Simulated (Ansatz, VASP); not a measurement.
**One calculation of Zr, two programs**

```
CELL_PARAMETERS angstrom
3.14214 0.00000 0.00000
-1.57107 2.72117 0.00000
0.00000 0.00000 5.10647
ATOMIC_POSITIONS crystal
Zr 0.33333 0.66667 0.25000
Zr 0.66667 0.33333 0.75000
```

Alike in both runs: functional LDA; k mesh 12 × 12 × 8; occupations fermi-dirac, width 0.15 eV; no spin polarisation.

Ansatz relaxed the structure, and its values are those at the end. VASP's run is a single point on that final structure, the one shown.

|  | VASP | Ansatz |
| --- | --- | --- |
| version | VASP 6.6.1 | Ansatz 0.2.0 |
| potentials or method | VASP PAW LDA potentials, release 64 (Zr_sv), cutoff 520 eV | scalar-relativistic, plane waves, PAW |
| valence electrons in the cell | 24 | 24 |

|  | VASP | Ansatz | Ansatz less VASP |
| --- | --- | --- | --- |
| gap on the k mesh at the Fermi level (eV) | none | none | - |
| pressure (GPa) | 0.0 | 0.0 | -0.04 |

Ansatz warns that its potentials were made for another functional, while VASP's fit it. LDA's correlation is that of Perdew and Zunger in VASP and of Perdew and Wang (1992) in Ansatz. A gap of «none» marks a metal or a gap that the smearing closes.
